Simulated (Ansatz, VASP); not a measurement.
# Pd in VASP and in Ansatz

POSCAR

```
Pd
1.0
    0.0000000000      1.9537354724      1.9537354724
    1.9537354724      0.0000000000      1.9537354724
    1.9537354724      1.9537354724      0.0000000000
Pd
1
Direct
    0.0000000000      0.0000000000      0.0000000000
```

INCAR.step1

```
PREC = Accurate
ENCUT = 520
ISMEAR = 0
SIGMA = 0.05
LREAL = F
LASPH = T
NELM = 60
NBANDS = 11
GGA = PE
ALGO = Normal
EDIFF = 1E-4
LWAVE = T
LCHARG = F
```

The input INCAR.step2:

```
PREC = Accurate
ENCUT = 520
EDIFF = 1E-8
ISMEAR = 0
SIGMA = 0.05
LREAL = F
LASPH = T
NELM = 60
ALGO = Normal
ISIF = 2
LWAVE = F
LCHARG = F
METAGGA = R2SCAN
LMIXTAU = T
LEFG = T
NBANDS = 11
ISTART = 1
```

KPOINTS

```
Automatic mesh
0
Gamma
  20 20 20
```

Input for Ansatz:

```yaml
crystal:
  lattice:
    - [0.0, 1.9537354724, 1.9537354724]
    - [1.9537354724, 0.0, 1.9537354724]
    - [1.9537354724, 1.9537354724, 0.0]
  atoms:
    - { symbol: Pd, position: [0.0, 0.0, 0.0] }
basis:
  ecutwfc: 500
  ecutrho_ratio: 4
kpoints:
  mp_grid: { grid: [20, 20, 20] }
hamiltonian:
  xc: r2scan
scf:
  occupations: { method: gaussian, width: 0.05 }
output:
  forces: true
  stress: true
  eigenvalues: true
  efg: { contact_densities: true, quadrupole_moments_barn: { Pd: 0.66 } }
```

Alike in both runs: task electric field gradients; functional r2SCAN; k mesh 20 × 20 × 20; occupations gaussian, width 0.05 eV; no spin polarisation.

```csv
,VASP,Ansatz
version,VASP 6.6.1,Ansatz 0.2.0
potentials or method,"VASP PAW PBE potentials, release 64 (Pd), cutoff 520 eV","scalar-relativistic, plane waves, PAW"
valence electrons in the cell,10,18
```

VASP gave:

| Quantity | Value |
| --- | --- |
| gap on the k mesh at the Fermi level (eV) | none |
| pressure (GPa) | 0.6 |

Problem. Which values does Ansatz return?

Solution. gap on the k mesh at the Fermi level (eV): none; pressure (GPa): 0.0.

VASP's potentials were made for PBE, not for r2SCAN. A gap of «none» marks a metal or a gap that the smearing closes. VASP's potentials hold 10 valence electrons a cell and Ansatz's 18, so a difference there can come from the potentials and not from the codes.
